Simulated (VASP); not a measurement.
# SnSe2 (P-3m1) in VASP: G0W0 quasiparticle levels with LDA

Aim: the G0W0 quasiparticle levels of SnSe2 with LDA.

Everything below comes from runs of VASP 6.6.1. Logs are shortened: lines on timing, memory, paths and dates and some standing lists are left out, and cuts for length are marked.

**1. The cell of the first run**

The structure is trigonal, space group P-3m1 (No. 164). The conventional cell has a = 3.811 Å, b = 3.811 Å, c = 6.136 Å, α = 90.00°, β = 90.00°, γ = 120.00°. Within 3.5 Å of Sn (site symmetry -3m) lie 6 Se at 2.68 Å. Se (site symmetry 3m) has 3 Sn at 2.68 Å within 3.5 Å.

**2. G0W0 quasiparticle levels, LDA**

Contents of POSCAR:

```
SnSe2
1.0
    3.8110001075      0.0000000000      0.0000000000
   -1.9055000537      3.3004229069      0.0000000000
    0.0000000000      0.0000000000      6.1360000000
Sn Se
1 2
Direct
    0.0000000000      0.0000000000      0.0000000000
    0.3333333333      0.6666666667      0.2490000000
    0.6666666667      0.3333333333      0.7510000000
```

Contents of INCAR.step1:

```
SYSTEM = SnSe2
ALGO = Normal
EDIFF = 1E-8
ENCUT = 500
ISMEAR = 0
LASPH = .TRUE.
LCHARG = .FALSE.
LREAL = .FALSE.
LWAVE = .TRUE.
NELM = 80
PREC = Accurate
SIGMA = 0.01
```

Contents of INCAR.step2:

```
SYSTEM = SnSe2
ALGO = Exact
EDIFF = 1E-8
ENCUT = 500
ISMEAR = 0
ISTART = 1
LASPH = .TRUE.
LCHARG = .FALSE.
LOPTICS = .TRUE.
LREAL = .FALSE.
LWAVE = .TRUE.
NBANDS = 113
NELM = 1
PREC = Accurate
SIGMA = 0.01
```

Contents of INCAR.step3:

```
SYSTEM = SnSe2
ALGO = EVGW0
EDIFF = 1E-8
ENCUT = 500
ENCUTGW = 100.0
ISMEAR = 0
ISTART = 1
LASPH = .TRUE.
LCHARG = .FALSE.
LREAL = .FALSE.
LWAVE = .FALSE.
NBANDS = 113
NBANDSGW = 21
NELMGW = 1
NOMEGA = 48
PREC = Accurate
PRECFOCK = Fast
SIGMA = 0.01
```

Contents of KPOINTS:

```
k-points
0
G
  2 2 1
  0 0 0
```

Potentials or basis: VASP PAW LDA potentials, release 64 (Sn_d_GW, Se_GW).

Launch:

```
cat potpaw_LDA.64/Sn_d_GW/POTCAR potpaw_LDA.64/Se_GW/POTCAR > POTCAR
cp INCAR.step1 INCAR
mpirun -np 1 vasp_std > vasp.out
cp INCAR.step2 INCAR
mpirun -np 1 vasp_std > vasp.out
cp INCAR.step3 INCAR
mpirun -np 1 vasp_std > vasp.out
```

OUTCAR:

```text
SYSTEM = SnSe2
   EDIFF = 1E-8
   ENCUT = 500
   ENCUTGW = 100.0
   ISMEAR = 0
   ISTART = 1
   LASPH = .TRUE.
   LREAL = .FALSE.
   NELMGW = 1
   PREC = Accurate
   PRECFOCK = Fast

 ion  position               nearest neighbor table
   1  0.000  0.000  0.000-   2 2.68   3 2.68   2 2.68   3 2.68   3 2.68   2 2.68
   2  0.333  0.667  0.249-   1 2.68   1 2.68   1 2.68
   3  0.667  0.333  0.751-   1 2.68   1 2.68   1 2.68

  LATTYP: Found a hexagonal cell.
 ALAT       =     3.8110001075
 C/A-ratio  =     1.6100760501

  Lattice vectors:

 A1 = (   3.8110001075,   0.0000000000,   0.0000000000)
 A2 = (  -1.9055000537,   3.3004229069,   0.0000000000)
 A3 = (   0.0000000000,   0.0000000000,   6.1360000000)

Analysis of symmetry for initial positions (statically):
=====================================================================
 Subroutine PRICEL returns:
 Original cell was already a primitive cell.

 Routine SETGRP: Setting up the symmetry group for a
 hexagonal supercell.

 Subroutine GETGRP returns: Found 12 space group operations
 (whereof 12 operations were pure point group operations)
 out of a pool of 24 trial point group operations.

The static configuration has the point symmetry D_3d.

Analysis of symmetry for dynamics (positions and initial velocities):
=====================================================================
 Subroutine PRICEL returns:
 Original cell was already a primitive cell.

 Routine SETGRP: Setting up the symmetry group for a
 hexagonal supercell.

 Subroutine GETGRP returns: Found 12 space group operations
 (whereof 12 operations were pure point group operations)
 out of a pool of 24 trial point group operations.

The dynamic configuration has the point symmetry D_3d.

 Subroutine INISYM returns: Found 12 space group operations
 (whereof 12 operations are pure point group operations),
 and found     1 'primitive' translations

----------------------------------------------------------------------------------------

                                     Primitive cell

  volume of cell :      77.1781

  direct lattice vectors                    reciprocal lattice vectors
     3.811000107  0.000000000  0.000000000     0.262398313  0.151495737  0.000000000
    -1.905500054  3.300422907  0.000000000     0.000000000  0.302991474  0.000000000
     0.000000000  0.000000000  6.136000000     0.000000000  0.000000000  0.162972621

  length of vectors
     3.811000107  3.811000107  6.136000000     0.302991474  0.302991474  0.162972621

  position of ions in fractional coordinates (direct lattice)
     0.000000000  0.000000000  0.000000000
     0.333333333  0.666666667  0.249000000
     0.666666667  0.333333333  0.751000000

  ion indices of the primitive-cell ions
   primitive index   ion index
                 1           1
                 2           2
                 3           3

----------------------------------------------------------------------------------------

 KPOINTS: k-points

Automatic generation of k-mesh.
 Grid dimensions read from file:
 generate k-points for:    2    2    1

 Generating k-lattice:

  Cartesian coordinates                     Fractional coordinates (reciprocal lattice)
     0.131199157  0.075747868  0.000000000     0.500000000 -0.000000000  0.000000000
     0.000000000  0.151495737  0.000000000     0.000000000  0.500000000  0.000000000
     0.000000000  0.000000000  0.162972621     0.000000000  0.000000000  1.000000000

  Length of vectors
     0.151495737  0.151495737  0.162972621

  Shift w.r.t. Gamma in fractional coordinates (k-lattice)
     0.000000000  0.000000000  0.000000000

 Subroutine IBZKPT returns following result:
 ===========================================

 Found      2 irreducible k-points:

 Following reciprocal coordinates:
            Coordinates               Weight
  0.000000  0.000000  0.000000      1.000000
  0.500000 -0.000000  0.000000      3.000000
   k-points           NKPTS =      2   k-points in BZ     NKDIM =      4   number of bands    NBANDS=    113
   number of dos      NEDOS =    301   number of ions     NIONS =      3
   total plane-waves  NPLWV =  37632
   dimension x,y,z NGX =    28 NGY =   28 NGZ =   48
   dimension x,y,z NGXF=    56 NGYF=   56 NGZF=   96
   ions per type =               1   2
   NGX,Y,Z   is equivalent  to a cutoff of  12.21, 12.21, 13.00 a.u.
   NGXF,Y,Z  is equivalent  to a cutoff of  24.43, 24.43, 26.01 a.u.
 SYSTEM =  SnSe2
   PREC   = accura    normal or accurate (medium, high low for compatibility)
   ISTART =      1    job   : 0-new  1-cont  2-samecut
   ICHARG =      0    charge: 1-file 2-atom 10-const
   ISPIN  =      1    spin polarized calculation?
   LNONCOLLINEAR =      F non collinear calculations
   LSORBIT =      F    spin-orbit coupling
   LASPH  =      T    aspherical Exc in radial PAW
   ENCUT  =  500.0 eV  36.75 Ry    6.06 a.u.   6.95  6.95 11.19*2*pi/ulx,y,z
   NELM   =     60;   NELMIN=  2; NELMDL=  0     # of ELM steps
   EDIFF  = 0.1E-07   stopping-criterion for ELM
   LREAL  =      F    real-space projection
   EDIFFG = 0.1E-06   stopping-criterion for IOM
   NSW    =      0    number of steps for IOM
   IBRION =     -1    ionic relax: 0-MD 1-quasi-New 2-CG
   NFREE  =      0    steps in history (QN), initial steepest desc. (CG)
   ISIF   =      0    stress and relaxation
   ISYM   =      3    0-nonsym 1-usesym 2-fastsym
   POTIM  = 0.5000    time-step for ionic-motion
   TEBEG  =    0.0;   TEEND  =   0.0 temperature during run
   PSTRESS=    0.0 pullay stress
   NELECT =      26.0000    total number of electrons
   NUPDOWN=      -1.0000    fix difference up-down
   EMIN   =  10.00;   EMAX   =-10.00  energy-range for DOS
   EFERMI =   0.00;   METHOD = LEGACY
   ISMEAR =     0;   SIGMA  =   0.01  broadening in eV -4-tet -1-fermi 0-gaus
   EFERMI_NEDOS =   21; number of points for ismear=-14 and -15
   IALGO  =     38    algorithm
   IMIX   =      4    mixing-type and parameters
     AMIX     =   0.40;   BMIX     =  1.00
     AMIX_MAG =   1.60;   BMIX_MAG =  1.00
  volume/ion in A,a.u.               =      25.73       173.61
  Fermi-wavevector in a.u.,A,eV,Ry     =   1.139116  2.152617 17.654721  1.297585
  Thomas-Fermi vector in A             =   2.275820
   LORBIT       =      0    0 simple, 1 ext, 2 COOP (PROOUT), +10 PAW based schemes
   GGA     = CA    functional components
   LHFCALC =     T    Hartree Fock is set to
   PRECFOCK=fast      Normal, Fast or Accurate (Low or Medium for compatibility)
   ENCUT4O =  -1.0   cutoff for four orbital integrals eV
   NKREDX  =     1    reduce k-point grid by
   NKREDY  =     1    reduce k-point grid by
   NKREDZ  =     1    reduce k-point grid by
   AEXX    =    1.0000 exact exchange contribution
   HFSCREEN=    0.0000 screening length (either q_TF or 0.3 A-1)
   HFSCREENC=   0.0000 screening length for correlation (either q_TF or 0.3 A-1)
   ENCUTFOCK=  -1.0 apply spherical cutoff to Coloumb kernel
   IVDW    =     0    specifies the selected vdW correction
   LEPSILON=     F    determine dielectric tensor
   LRPA    =     F    only Hartree local field effects (RPA)
   LRPAFORCE           =     F    calculate RPA forces
   ENCUTGW             = 100.0    cutoff for response function in eV
   ENCUTGWSOFT         =  80.0    soft cutoff for Coulomb kernel in GW response function in eV
   ENCUTLF             =  -1.0    cutoff for local field effects
   NELMGW              =     1    number of iterations in solving QP/BSE equation
   NELMHF              =     1    number of iterations in the inner HF iteration
   NKREDLFX            =     1    NKREDLFY  =   1   NKREDLFZ  =   1
 non-spin polarized calculation
 Gauss-broadening in eV      SIGMA  =   0.01
  energy-cutoff  :      500.00
  volume of cell :       77.18
 maximum number of plane-waves:      1958
 NGX is ok and might be reduce to    28
  NGX = 16; NGY = 16; NGZ = 28
   NGX = 13   NGY = 13   NGZ = 23
 maximum number of plane-waves:       170
 NGX is ok and might be reduce to    14

 QP shifts <psi_nk| G(iteration)W_0 |psi_nk>: iteration 1
 for sc-GW calculations column KS-energies equals QP-energies in previous step
 and V_xc(KS)=  KS-energies - (<T + V_ion + V_H > + <T+V_H+V_ion>^1  + <V_x>^1)

 k-point   1 :       0.0000    0.0000    0.0000
  band No.  KS-energies  QP-energies   sigma(KS)   V_xc(KS)     V^pw_x(r,r')   Z            occupation Imag(sigma)

      1     -18.0395     -19.9302     -20.1585     -17.4148     -27.0353       0.6891       2.0000       0.6818
      2     -18.0314     -19.9414     -20.2250     -17.4717     -27.2224       0.6937       2.0000       0.7587
      3     -18.0314     -19.9414     -20.2250     -17.4717     -27.2224       0.6937       2.0000       0.7587
      4     -17.9847     -19.8508     -20.1472     -17.4419     -27.0342       0.6898       2.0000       0.6920
      5     -17.9847     -19.8508     -20.1472     -17.4419     -27.0342       0.6898       2.0000       0.6920
      6     -10.7084     -10.6387     -12.2244     -12.3190     -19.6298       0.7352       2.0000       1.5798
      7      -8.8364      -8.6250     -12.6647     -12.9967     -19.7155       0.6366       2.0000       1.1393
      8      -2.8151      -2.8742     -11.7397     -11.6533     -15.7530       0.6835       2.0000       0.5118
      9       2.6795       2.6489     -12.5575     -12.5163     -15.6164       0.7417       2.0000       0.1753
     10       2.6795       2.6489     -12.5575     -12.5163     -15.6164       0.7417       2.0000       0.1753
     11       3.0399       3.0309     -12.5107     -12.4982     -15.5349       0.7223       2.0000       0.1734
     12       3.0399       3.0309     -12.5107     -12.4982     -15.5349       0.7223       2.0000       0.1734
     13       3.3308       3.4923     -12.3098     -12.5335     -14.7226       0.7221       2.0000       0.1292
     14       4.1387       4.7065     -10.9264     -11.6858      -6.4241       0.7476       0.0000      -0.0773
     15       6.0165       6.4803      -9.7458     -10.3578      -4.7702       0.7578       0.0000      -0.1160
     16       7.8170       8.2716     -10.8651     -11.4646      -6.1062       0.7583       0.0000      -0.1264
     17       7.8170       8.2716     -10.8651     -11.4646      -6.1062       0.7583       0.0000      -0.1264
     18      11.2857      11.5208      -9.1292      -9.4366      -3.7083       0.7648       0.0000      -0.2303
     19      12.2265      12.5331      -9.8041     -10.2058      -4.5936       0.7629       0.0000      -0.2683
     20      12.2265      12.5331      -9.8041     -10.2058      -4.5936       0.7629       0.0000      -0.2683
     21      12.7721      13.1869      -9.3013      -9.8599      -3.8597       0.7424       0.0000      -0.3556

 k-point   2 :       0.5000   -0.0000    0.0000
  band No.  KS-energies  QP-energies   sigma(KS)   V_xc(KS)     V^pw_x(r,r')   Z            occupation Imag(sigma)

      1     -18.1002     -19.9875     -20.1195     -17.3928     -27.1649       0.6921       2.0000       0.7965
      2     -18.0305     -19.9431     -20.2263     -17.4689     -27.2049       0.6936       2.0000       0.7405
      3     -18.0200     -19.9094     -20.1584     -17.4259     -27.0353       0.6914       2.0000       0.6824
      4     -17.9814     -19.8597     -20.1648     -17.4487     -27.0478       0.6915       2.0000       0.6772
      5     -17.9394     -19.8110     -20.1849     -17.4873     -27.0872       0.6938       2.0000       0.6880
      6      -8.9793      -8.7551     -12.6181     -12.9469     -19.7423       0.6817       2.0000       1.2931
      7      -8.4147      -8.3533     -13.1454     -13.2391     -19.8024       0.6553       2.0000       1.0413
      8      -4.0376      -4.0797     -12.0689     -12.0126     -15.9853       0.7471       2.0000       0.5908
      9      -1.1836      -1.3028     -11.3389     -11.1816     -14.7404       0.7580       2.0000       0.4960
     10       0.3897       0.2827     -11.3770     -11.2405     -14.5035       0.7841       2.0000       0.3752
     11       0.6386       0.5408     -11.9478     -11.8181     -15.3154       0.7538       2.0000       0.3522
     12       2.1039       2.1248     -11.2182     -11.2459     -13.8867       0.7534       2.0000       0.2021
     13       3.1447       3.1410     -12.5110     -12.5058     -15.4603       0.7235       2.0000       0.1588
     14       4.3572       4.6956     -11.1062     -11.5606      -7.0694       0.7447       0.0000      -0.0600
     15       6.9192       7.3214      -9.7742     -10.3048      -4.9191       0.7580       0.0000      -0.1299
     16       8.6561       8.7727      -8.9941      -9.1466      -4.2854       0.7642       0.0000      -0.1315
     17       8.6954       9.0947     -10.6044     -11.1308      -5.9043       0.7584       0.0000      -0.1434
     18      10.4923      11.1696     -11.0157     -11.8862      -5.8731       0.7781       0.0000      -0.3300
     19      13.1393      13.4566      -9.3111      -9.7337      -4.0425       0.7511       0.0000      -0.3123
     20      13.8146      14.1115      -9.0345      -9.4273      -3.6391       0.7559       0.0000      -0.2902
     21      15.2948      15.4061      -8.1564      -8.3022      -2.4584       0.7632       0.0000      -0.4078
```

It took 50 s on 1 thread of Intel Xeon Platinum 8375C at 2.90GHz (Ice Lake), shared host; peak memory 0.5 GiB.

What came out:

```
Band gap on the k mesh, mean-field level : 0.81 eV, direct
Quasiparticle gap                        : 1.20 eV
Least direct quasiparticle gap           : 1.21 eV
```

Caveat: the k points lie up to 1.02 Å⁻¹ apart; bands, screening cutoff and mesh are small and nothing is extrapolated, so the quasiparticle values aren't converged; spin-orbit coupling is left out, which moves the levels of the heavy elements. A k mesh can miss the band edges.
